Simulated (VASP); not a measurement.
TaAs:

```
CELL_PARAMETERS angstrom
-1.72025 1.72025 5.86296
1.72025 -1.72025 5.86296
1.72025 1.72025 -5.86296
ATOMIC_POSITIONS crystal
Ta 0.50001 0.00001 0.50000
Ta 0.75001 0.75001 0.00000
As 0.08259 0.58259 0.50000
As 0.33259 0.33259 0.00000
```

Base run:

```yaml
Program: VASP 6.6.1
Functional: r2SCAN
Potentials_or_basis: VASP PAW PBE potentials, release 64 (Ta_pv, As)
Cutoff: 520 eV
k_mesh: 10 × 10 × 10
Occupations: fermi-dirac, width 0.02 eV
Spin: no spin polarisation
```

Its results: band gap on the k mesh 0.06 eV (least direct gap 0.09 eV); pressure 0.5 GPa; largest force 0.003 eV/Å.

The run is repeated on the same cell with these changes: functional from r2SCAN to PBE. What comes out?

Band gap on the k mesh 0.05 eV; pressure 3.1 GPa; largest force 0.018 eV/Å.

Caveats: spin-orbit coupling is left out, which moves the levels of the heavy elements; the PAW data sets were made with another functional, which shifts forces and pressure a little (at least some runs); the cell stands under pressure (at least some runs).

A k mesh can miss the band edges.
